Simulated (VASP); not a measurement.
# Al in VASP: further runs

The runs below take Al through single point, with r2SCAN+D3(BJ).

Everything below comes from runs of VASP 6.6.1. Logs are shortened: lines on timing, memory, paths and dates and some standing lists are left out, and cuts for length are marked.

## (1) The cell of the first run

The cell holds a slab with vacuum, 19 atoms: a = 5.728 Å, b = 8.591 Å, c = 16.677 Å, α = 90.00°, β = 90.00°, γ = 60.00°.

## (2) Single point, r2SCAN+D3(BJ)

POSCAR reads:

```
Al
1.0
    5.7275650000      0.0000000000      0.0000000000
    4.2956740000      7.4403250000      0.0000000000
    0.0000000000      0.0000000000     16.6765370000
Al
19
Direct
    0.1666665958      0.1111111410      0.0599644878
    0.6666666831      0.1111111410      0.0599644878
    0.1666667458      0.4444444295      0.0599644878
    0.6666666585      0.4444444295      0.0599644878
    0.1666666204      0.7777778524      0.0599644878
    0.6666667077      0.7777778524      0.0599644878
   -0.1726376416      0.2184801067      0.1978513285
    0.3246263022      0.2201307067      0.1984117566
   -0.1740723091      0.5537525579      0.1973663357
    0.3254012320      0.5536740667      0.1958274071
   -0.1685736221      0.8859977219      0.1964582335
    0.3356351147      0.8877382372      0.1964835385
    0.0225052031     -0.0156608750      0.3304821019
    0.5137785969      0.0019837843      0.3377060837
   -0.0261435607      0.3309359470      0.3378993492
    0.4565073833      0.3497624096      0.3316731765
   -0.0147997909      0.6661166011      0.3339983595
    0.4938558567      0.6691125724      0.3330932555
    0.7574148096      0.1752301143      0.4570946594
```

INCAR.step1 reads:

```
SYSTEM = Al
  ALGO = Normal
  EDIFF = 1E-4
  ENCUT = 520
  GGA = PE
  ISMEAR = 0
  LASPH = .True.
  LCHARG = .False.
  LREAL = Auto
  LWAVE = .True.
  NBANDS = 44
  NELM = 60
  PREC = Accurate
  SIGMA = 0.05
```

INCAR.step2 reads:

```
SYSTEM = Al
  ALGO = Normal
  EDIFF = 1E-6
  ENCUT = 520
  ISIF = 2
  ISMEAR = 0
  ISTART = 1
  IVDW = 12
  LASPH = .True.
  LCHARG = .True.
  LELF = .True.
  LMIXTAU = .True.
  LREAL = Auto
  LVHAR = .True.
  LWAVE = .False.
  METAGGA = R2SCAN
  NBANDS = 44
  NELM = 60
  PREC = Accurate
  SIGMA = 0.05
  VDW_A1 = 0.49484001
  VDW_A2 = 5.73083694
  VDW_S6 = 1.0
  VDW_S8 = 0.78981345
```

KPOINTS reads:

```
k-points
0
Gamma
  4 3 1
  0 0 0
```

Potentials or basis: VASP PAW PBE potentials, release 64 (Al).

Launch:

```bash
> cat potpaw_PBE.64/Al/POTCAR > POTCAR
> cp INCAR.step1 INCAR
> mpirun -np 1 vasp_std > vasp.out
> cp INCAR.step2 INCAR
> mpirun -np 1 vasp_std > vasp.out
```

OUTCAR:

```text
SYSTEM = Al
   EDIFF = 1E-6
   ENCUT = 520
   ISIF = 2
   ISMEAR = 0
   ISTART = 1
   IVDW = 12
   LASPH = .True.
   LREAL = Auto
   METAGGA = R2SCAN
   NELM = 60
   PREC = Accurate
 IVDW          = 12

 ion  position               nearest neighbor table
   1  0.167  0.111  0.060-   8 2.81  12 2.82   7 2.85   2 2.86   4 2.86   5 2.86   3 2.86   6 2.86
                             2 2.86
   2  0.667  0.111  0.060-   7 2.80  11 2.83   1 2.86   4 2.86   3 2.86   5 2.86   6 2.86   1 2.86
                             8 2.87
   3  0.167  0.444  0.060-  10 2.77   9 2.85   8 2.85   4 2.86   2 2.86   1 2.86   5 2.86   6 2.86
                             4 2.86
   4  0.667  0.444  0.060-   9 2.80  10 2.83   7 2.85   3 2.86   2 2.86   1 2.86   5 2.86   3 2.86
                             6 2.86
   5  0.167  0.778  0.060-  10 2.81  12 2.82  11 2.82   6 2.86   2 2.86   1 2.86   3 2.86   4 2.86
                             6 2.86
   6  0.667  0.778  0.060-  11 2.80  12 2.81   9 2.83   5 2.86   2 2.86   1 2.86   3 2.86   5 2.86
                             4 2.86
   7  0.827  0.218  0.198-   2 2.80  15 2.81  13 2.82  11 2.84   4 2.85   1 2.85   8 2.86   8 2.87
                             9 2.88  12 2.88  10 2.88  16 2.89
   8  0.325  0.220  0.198-  16 2.76   1 2.81  12 2.82  14 2.84   3 2.85   7 2.86   9 2.86   2 2.87
                            10 2.87   7 2.87  11 2.89  15 2.91
   9  0.826  0.554  0.197-   4 2.80  17 2.80  18 2.80   6 2.83  12 2.84   3 2.85  10 2.86   8 2.86
[... 4 lines left out ...]
                             7 2.84   9 2.87   8 2.89  12 2.90
  12  0.336  0.888  0.196-  13 2.72  18 2.80   6 2.81   5 2.82   1 2.82   8 2.82  11 2.83   9 2.84
                             7 2.88  11 2.90  10 2.90  14 2.92
  13  0.023  0.984  0.330-  19 2.64  18 2.70  12 2.72  11 2.80   7 2.82  14 2.84  17 2.85  15 2.85
                            14 2.90  16 3.19
  14  0.514  0.002  0.338-  17 2.80  11 2.84   8 2.84  16 2.84  13 2.84  13 2.90  18 2.92  12 2.92
                            15 2.97  19 3.19
  15  0.974  0.331  0.338-   7 2.81  18 2.83  16 2.85  13 2.85   9 2.87  16 2.89   8 2.91  17 2.91
                            14 2.97  19 2.99
  16  0.457  0.350  0.332-  19 2.65  17 2.71  10 2.73   8 2.76  14 2.84  15 2.85  18 2.86  15 2.89
                             7 2.89  13 3.19
  17  0.985  0.666  0.334-  16 2.71  14 2.80   9 2.80  18 2.80  11 2.82  13 2.85  10 2.86  15 2.91
                            18 2.93
  18  0.494  0.669  0.333-  13 2.70  12 2.80   9 2.80  17 2.80  15 2.83  10 2.85  16 2.86  14 2.92
                            17 2.93
  19  0.757  0.175  0.457-  13 2.64  16 2.65  15 2.99  14 3.19

  LATTYP: Found a simple monoclinic cell.
 ALAT       =     5.7275650000
 B/A-ratio  =     2.9116277161
 C/A-ratio  =     1.3228756151
 COS(beta)  =    -0.1889822093

  Lattice vectors:

 A1 = (   5.7275650000,   0.0000000000,   0.0000000000)
 A2 = (   0.0000000000,   0.0000000000, -16.6765370000)
 A3 = (  -1.4318910000,   7.4403250000,   0.0000000000)
[... 155 lines left out ...]
   NUPDOWN=      -1.0000    fix difference up-down
   EMIN   =  10.00;   EMAX   =-10.00  energy-range for DOS
   EFERMI =   0.00;   METHOD = LEGACY
   ISMEAR =     0;   SIGMA  =   0.05  broadening in eV -4-tet -1-fermi 0-gaus
   EFERMI_NEDOS =   21; number of points for ismear=-14 and -15
   IALGO  =     38    algorithm
   IMIX   =      4    mixing-type and parameters
     AMIX     =   0.40;   BMIX     =  1.00
     AMIX_MAG =   1.60;   BMIX_MAG =  1.00
  volume/ion in A,a.u.               =      37.40       252.41
  Fermi-wavevector in a.u.,A,eV,Ry     =   0.706009  1.334164  6.781815  0.498449
  Thomas-Fermi vector in A             =   1.791675
   LORBIT       =      0    0 simple, 1 ext, 2 COOP (PROOUT), +10 PAW based schemes
   METAGGA = R2SCAN    functional components
   LHFCALC =     F    Hartree Fock is set to
   AEXX    =    0.0000 exact exchange contribution
   IVDW    =    12    specifies the selected vdW correction
   LEPSILON=     F    determine dielectric tensor
   LRPA    =     F    only Hartree local field effects (RPA)
 non-spin polarized calculation
 Gauss-broadening in eV      SIGMA  =   0.05
  energy-cutoff  :      520.00
  volume of cell :      710.67
 maximum number of plane-waves:     19172
 NGX is ok and might be reduce to    48
   NGX = 21   NGY = 31   NGZ = 63

 number of electron      57.0000000 magnetization

 Free energy of the ion-electron system (eV)
  ---------------------------------------------------
  ext. energy  EPLUGINS =         0.00000000
  ---------------------------------------------------
  free energy    TOTEN  =      -122.15096656 eV

  energy without entropy =     -122.14173674  energy(sigma->0) =     -122.14635165

 E-fermi :   1.2317     XC(G=0):  -5.8357

 val. band max:        1.2058262385   @ k =  -0.2500   0.3333   0.0000
 cond. band min:       1.2555585467   @ k =   0.2500   0.3333   0.0000
 fundamental gap:      0.0497323082
 Fermi energy:         1.2316977259

 k-point     1 :       0.0000    0.0000    0.0000
  band No.  band energies     occupation
      1     -10.0626      2.00000
      2      -8.2832      2.00000
      3      -7.2687      2.00000
      4      -7.2499      2.00000
      5      -5.7921      2.00000
      6      -5.4827      2.00000
[... 290 lines left out ...]
     39       3.6667      0.00000
     40       3.8414      0.00000
 [bands above 40 left out]

------------------------ aborting loop because EDIFF is reached ----------------------------------------

 Edisp (eV)   -1.90305

 E8    (eV) :    -0.7086

  FORCE on cell =-STRESS in cart. coord.  units (eV):
  Direction    XX          YY          ZZ          XY          YZ          ZX
  --------------------------------------------------------------------------------------
  -------------------------------------------------------------------------------------
  Total     -13.96514   -12.01113    -0.50939     0.11116     0.24244     0.34818
  in kB     -31.48386   -27.07863    -1.14840     0.25059     0.54657     0.78496
  external pressure =      -19.90 kB  Pullay stress =        0.00 kB

 VOLUME and BASIS-vectors are now :
 -----------------------------------------------------------------------------
  energy-cutoff  :      520.00
  volume of cell :      710.67
      direct lattice vectors                 reciprocal lattice vectors
     5.727565000  0.000000000  0.000000000     0.174594265 -0.100802054  0.000000000
     4.295674000  7.440325000  0.000000000     0.000000000  0.134402731  0.000000000
     0.000000000  0.000000000 16.676537000     0.000000000  0.000000000  0.059964488

 POSITION                                       TOTAL-FORCE (eV/Angst)
 -----------------------------------------------------------------------------------
      1.43189      0.82670      1.00000        -0.049626      0.009671      0.074162
      4.29567      0.82670      1.00000         0.083300      0.007491     -0.006450
      2.86378      3.30681      1.00000         0.034263     -0.090213      0.030593
      5.72757      3.30681      1.00000        -0.091382     -0.067067     -0.026986
      4.29567      5.78692      1.00000        -0.069392      0.081073     -0.066884
      7.15946      5.78692      1.00000         0.040407      0.013109      0.065115
[... 11 lines left out ...]
      5.70288      4.97842      5.55484         0.000537      0.005038     -0.011550
      5.09087      1.30377      7.62276         0.048348      0.033455     -0.002403
 -----------------------------------------------------------------------------------
    total drift:                                0.003479      0.004241      0.004282

  FREE ENERGIE OF THE ION-ELECTRON SYSTEM (eV)
  ---------------------------------------------------
  free  energy   TOTEN  =      -124.0540141085 eV

  energy  without entropy=     -124.0447842865  energy(sigma->0) =     -124.04939920
```

OUTCAR.step1:

```text
SYSTEM = Al
   EDIFF = 1E-4
   ENCUT = 520
   GGA = PE
   ISMEAR = 0
   LASPH = .True.
   LREAL = Auto
[... 580 lines left out ...]
      7.15946      5.78692      1.00000         0.037454      0.001802     -0.105776
[... 11 lines left out ...]
      5.70288      4.97842      5.55484         0.001741     -0.004870      0.158173
      5.09087      1.30377      7.62276         0.047414      0.029418      0.121687
 -----------------------------------------------------------------------------------
    total drift:                                0.003213      0.004397      0.002153

  FREE ENERGIE OF THE ION-ELECTRON SYSTEM (eV)
  ---------------------------------------------------
  free  energy   TOTEN  =       -66.0541350254 eV

  energy  without entropy=      -66.0471496187  energy(sigma->0) =      -66.05064232
```

OSZICAR.step1:

```text
N       E                     dE             d eps       ncg     rms          rms(c)
DAV:   1     0.161930958370E+03    0.16193E+03   -0.17401E+04   616   0.933E+02
DAV:   2    -0.559966545977E+02   -0.21793E+03   -0.20736E+03   784   0.155E+02
DAV:   3    -0.691849710077E+02   -0.13188E+02   -0.12743E+02   816   0.350E+01
DAV:   4    -0.697340412558E+02   -0.54907E+00   -0.54712E+00   976   0.819E+00
DAV:   5    -0.697519358735E+02   -0.17895E-01   -0.17890E-01   960   0.144E+00    0.667E+00
DAV:   6    -0.665005635237E+02    0.32514E+01   -0.13779E+01   744   0.797E+00    0.362E+00
DAV:   7    -0.662429732980E+02    0.25759E+00   -0.97783E-01   736   0.334E+00    0.196E+00
DAV:   8    -0.661280593277E+02    0.11491E+00   -0.39429E-01   784   0.226E+00    0.100E+00
DAV:   9    -0.660708108551E+02    0.57248E-01   -0.14161E-01   776   0.139E+00    0.448E-01
DAV:  10    -0.660559028197E+02    0.14908E-01   -0.40342E-02   800   0.594E-01    0.266E-01
DAV:  11    -0.660517960328E+02    0.41068E-02   -0.46074E-03   784   0.236E-01    0.165E-01
DAV:  12    -0.660485529164E+02    0.32431E-02   -0.45500E-03   728   0.164E-01    0.679E-02
DAV:  13    -0.660495496197E+02   -0.99670E-03   -0.16742E-03   728   0.996E-02    0.473E-02
DAV:  14    -0.660518781659E+02   -0.23285E-02   -0.11237E-03   656   0.951E-02    0.304E-02
DAV:  15    -0.660531747389E+02   -0.12966E-02   -0.19031E-04   572   0.562E-02    0.127E-02
DAV:  16    -0.660539847490E+02   -0.81001E-03   -0.10637E-04   544   0.339E-02    0.970E-03
DAV:  17    -0.660541242260E+02   -0.13948E-03   -0.22557E-05   476   0.170E-02    0.379E-03
DAV:  18    -0.660541350254E+02   -0.10799E-04   -0.52914E-06   384   0.891E-03
   1 F= -.66054135E+02 E0= -.66050642E+02  d E =-.698541E-02
```

Run time: 15 min. Hardware: 1 thread of Intel Xeon 6975P-C (Granite Rapids), shared host; peak memory 0.88 GiB.

Results:

```yaml
Free_energy: -124.0540 eV
Largest_force: 0.126 eV/Å
Band_gap_on_the_k_mesh: zero (an odd number of electrons rules out a gap without spin polarisation)
Dispersion_energy_per_atom: -0.100 eV
```

Forces on the atoms (eV/Å):
```
Al  -0.050  0.010  0.074
Al   0.083  0.007 -0.006
Al   0.034 -0.090  0.031
Al  -0.091 -0.067 -0.027
Al  -0.069  0.081 -0.067
Al   0.040  0.013  0.065
Al  -0.004  0.005 -0.007
Al   0.005  0.004  0.002
Al   0.002  0.001  0.003
Al  -0.002 -0.003  0.006
Al  -0.006  0.004  0.005
Al   0.006  0.000  0.005
Al   0.008 -0.006 -0.012
Al   0.003 -0.001 -0.012
Al   0.002  0.005 -0.010
Al  -0.010  0.001 -0.017
Al  -0.001 -0.002 -0.017
Al   0.001  0.005 -0.012
Al   0.048  0.033 -0.002
```

Levels at points of the mesh, in eV from the Fermi level:
```csv
k point,band 25,band 26,band 27,band 28,band 29,band 30,band 31,band 32,band 33,band 34
"(0.00, 0.00, 0.00)",-0.65,-0.60,-0.50,-0.47,-0.35,-0.20,-0.09,0.87,0.98,1.06
"(0.50, 0.00, 0.00)",-1.06,-1.01,-0.53,-0.30,-0.05,0.74,1.03,1.09,1.13,1.48
```

Caveat: the PAW data sets were made with another functional, which shifts forces and pressure a little.

## (3) Single point, r2SCAN+D3(BJ)

POSCAR reads:

```
Al
1.0
    5.7275650000      0.0000000000      0.0000000000
    4.2956740000      7.4403250000      0.0000000000
    0.0000000000      0.0000000000     16.6765370000
Al
19
Direct
    0.1666665958      0.1111111410      0.0599644878
    0.6666666831      0.1111111410      0.0599644878
    0.1666667458      0.4444444295      0.0599644878
    0.6666666585      0.4444444295      0.0599644878
    0.1666666204      0.7777778524      0.0599644878
    0.6666667077      0.7777778524      0.0599644878
   -0.1689707187      0.2218917856      0.1975113898
    0.3301857720      0.2210885949      0.1978587641
   -0.1727042421      0.5587495170      0.1968785846
    0.3306594468      0.5545580334      0.1961569719
   -0.1690535360      0.8880085211      0.1965624518
    0.3317744472      0.8903858366      0.1966516789
    0.0055683307     -0.0076514131      0.3322869130
    0.4994451481     -0.0006447299      0.3355833408
   -0.0081654654      0.3403680619      0.3335160651
    0.4786717722      0.3430058499      0.3326883153
   -0.0092315788      0.6696894289      0.3338596017
    0.4910944118      0.6715232198      0.3334728907
    0.8218198184      0.2162260385      0.4584397828
```

INCAR.step1 reads:

```
SYSTEM = Al
ALGO     = Normal         ! electronic algorithm
EDIFF    = 1E-4           ! SCF threshold, eV
ENCUT    = 520            ! plane-wave cutoff, eV
GGA      = PE             ! functional
ISMEAR   = 0              ! smearing method
LASPH    = .True.         ! aspherical terms in the spheres
LCHARG   = .False.        ! write CHGCAR
LREAL    = Auto         
LWAVE    = .True.         ! write WAVECAR
NBANDS   = 44             ! bands
NELM     = 100            ! most SCF steps
PREC     = Accurate       ! precision mode
SIGMA    = 0.05           ! smearing width, eV
```

INCAR.step2 reads:

```
SYSTEM = Al
ALGO     = Normal         ! electronic algorithm
EDIFF    = 1E-6           ! SCF threshold, eV
ENCUT    = 520            ! plane-wave cutoff, eV
ISIF     = 2              ! what is computed and relaxed
ISMEAR   = 0              ! smearing method
ISTART   = 1            
IVDW     = 12             ! dispersion correction
LASPH    = .True.         ! aspherical terms in the spheres
LCHARG   = .False.        ! write CHGCAR
LMIXTAU  = .True.       
LREAL    = Auto         
LWAVE    = .False.        ! write WAVECAR
METAGGA  = R2SCAN         ! meta-GGA
NBANDS   = 44             ! bands
NELM     = 100            ! most SCF steps
PREC     = Accurate       ! precision mode
SIGMA    = 0.05           ! smearing width, eV
VDW_A1   = 0.49484001   
VDW_A2   = 5.73083694   
VDW_S6   = 1.0          
VDW_S8   = 0.78981345
```

KPOINTS is that of step 2.

Potentials or basis: VASP PAW PBE potentials, release 64 (Al).

Launch:

```bash
> cat potpaw_PBE.64/Al/POTCAR > POTCAR
> cp INCAR.step1 INCAR
> mpirun -np 1 vasp_std > vasp.out
> cp INCAR.step2 INCAR
> mpirun -np 1 vasp_std > vasp.out
```

Wall time 15 min (1 thread of Intel Xeon 6975P-C (Granite Rapids), shared host); peak memory 0.86 GiB.

The run converged. Its results:

```yaml
Free_energy: -124.0780 eV
Largest_force: 0.107 eV/Å
Band_gap_on_the_k_mesh: zero (an odd number of electrons rules out a gap without spin polarisation)
Dispersion_energy_per_atom: -0.100 eV
```

Forces in eV/Å, atoms in the order of the input:
```
Al  -0.086 -0.007  0.015
Al   0.095 -0.004  0.004
Al   0.053 -0.042  0.039
Al  -0.045 -0.036 -0.025
Al  -0.040  0.084 -0.053
Al   0.024  0.008  0.064
Al  -0.004  0.003 -0.004
Al   0.002  0.007 -0.002
Al   0.004 -0.002  0.001
Al  -0.002 -0.005  0.002
Al   0.003  0.003  0.004
Al  -0.003 -0.001 -0.001
Al   0.001 -0.004 -0.001
Al   0.000  0.000 -0.007
Al   0.004  0.003 -0.007
Al  -0.003  0.003 -0.003
Al   0.001 -0.002 -0.008
Al   0.000 -0.005 -0.012
Al  -0.004 -0.004 -0.007
```

Levels at points of the mesh, in eV from the Fermi level:
```tsv
k point	band 26	band 27	band 28	band 29	band 30	band 31	band 32	band 33
(0.00, 0.00, 0.00)	-0.64	-0.52	-0.46	-0.33	-0.19	-0.14	0.78	1.00
(0.50, 0.00, 0.00)	-1.07	-0.57	-0.31	-0.04	0.70	0.95	1.10	1.12
```

Caveat: the PAW data sets were made with another functional, which shifts forces and pressure a little.

## (4) Single point, r2SCAN+D3(BJ)

POSCAR reads:

```
Al
1.0
    5.7275650000      0.0000000000      0.0000000000
    4.2956740000      7.4403250000      0.0000000000
    0.0000000000      0.0000000000     16.6765370000
Al
19
Direct
    0.1666665958      0.1111111410      0.0599644878
    0.6666666831      0.1111111410      0.0599644878
    0.1666667458      0.4444444295      0.0599644878
    0.6666666585      0.4444444295      0.0599644878
    0.1666666204      0.7777778524      0.0599644878
    0.6666667077      0.7777778524      0.0599644878
   -0.1698143153      0.2210885949      0.1978587641
    0.3310291940      0.2218917856      0.1975113898
   -0.1693406405      0.5545580334      0.1961569719
    0.3272958452      0.5587495170      0.1968785846
   -0.1682256401      0.8903858366      0.1966516789
    0.3309465513      0.8880085211      0.1965624518
   -0.0005549392     -0.0006447299      0.3355833408
    0.5055684180     -0.0076514131      0.3322869130
   -0.0213281405      0.3430058499      0.3326883153
    0.4918344473      0.3403680619      0.3335160651
   -0.0089055009      0.6715232198      0.3334728907
    0.4907685085      0.6696894289      0.3338596017
    0.3218199057      0.2162260385      0.4584397828
```

INCAR.step1 reads:

```
PREC = Accurate
ENCUT = 520
ISMEAR = 0
SIGMA = 0.05
LREAL = Auto
LASPH = T
NELM = 80
NBANDS = 44
GGA = PE
ALGO = Normal
EDIFF = 1E-4
LWAVE = T
LCHARG = F
```

INCAR.step2 reads:

```
PREC = Accurate
ENCUT = 520
EDIFF = 1E-6
ISMEAR = 0
SIGMA = 0.05
LREAL = Auto
LASPH = T
NELM = 80
ALGO = Normal
ISIF = 2
LWAVE = F
LCHARG = F
METAGGA = R2SCAN
LMIXTAU = T
IVDW = 12
VDW_S6 = 1.0
VDW_S8 = 0.78981345
VDW_A1 = 0.49484001
VDW_A2 = 5.73083694
NBANDS = 44
ISTART = 1
```

KPOINTS reads:

```
Automatic mesh
0
Gamma
  4 3 1
```

Launch:

```bash
> cat potpaw_PBE.64/Al/POTCAR > POTCAR
> cp INCAR.step1 INCAR
> mpirun -np 1 vasp_std > vasp.out
> cp INCAR.step2 INCAR
> mpirun -np 1 vasp_std > vasp.out
```

Wall time 15 min (1 thread of Intel Xeon 6975P-C (Granite Rapids), shared host); peak memory 0.88 GiB.

Results (log left out):

```yaml
Free_energy: -124.0780 eV
Largest_force: 0.107 eV/Å
Band_gap_on_the_k_mesh: zero (an odd number of electrons rules out a gap without spin polarisation)
Dispersion_energy_per_atom: -0.100 eV
```

Forces on the atoms (eV/Å):
```
Al   0.095 -0.004  0.004
Al  -0.086 -0.007  0.015
Al  -0.045 -0.036 -0.025
Al   0.053 -0.042  0.039
Al   0.024  0.008  0.064
Al  -0.040  0.084 -0.053
Al   0.002  0.007 -0.002
Al  -0.004  0.003 -0.004
Al  -0.002 -0.005  0.002
Al   0.004 -0.002  0.001
Al  -0.003 -0.001 -0.001
Al   0.003  0.003  0.004
Al   0.000  0.000 -0.007
Al   0.001 -0.004 -0.001
Al  -0.003  0.003 -0.003
Al   0.004  0.003 -0.007
Al   0.000 -0.005 -0.012
Al   0.001 -0.002 -0.008
Al  -0.004 -0.004 -0.007
```

Levels at points of the mesh, in eV from the Fermi level:
```
           k point  band 26  band 27  band 28  band 29  band 30  band 31  band 32  band 33
(0.00, 0.00, 0.00)    -0.64    -0.52    -0.46    -0.33    -0.19    -0.14     0.78     1.00
(0.50, 0.00, 0.00)    -1.07    -0.57    -0.31    -0.04     0.70     0.95     1.10     1.12
```

Caveat: the PAW data sets were made with another functional, which shifts forces and pressure a little.
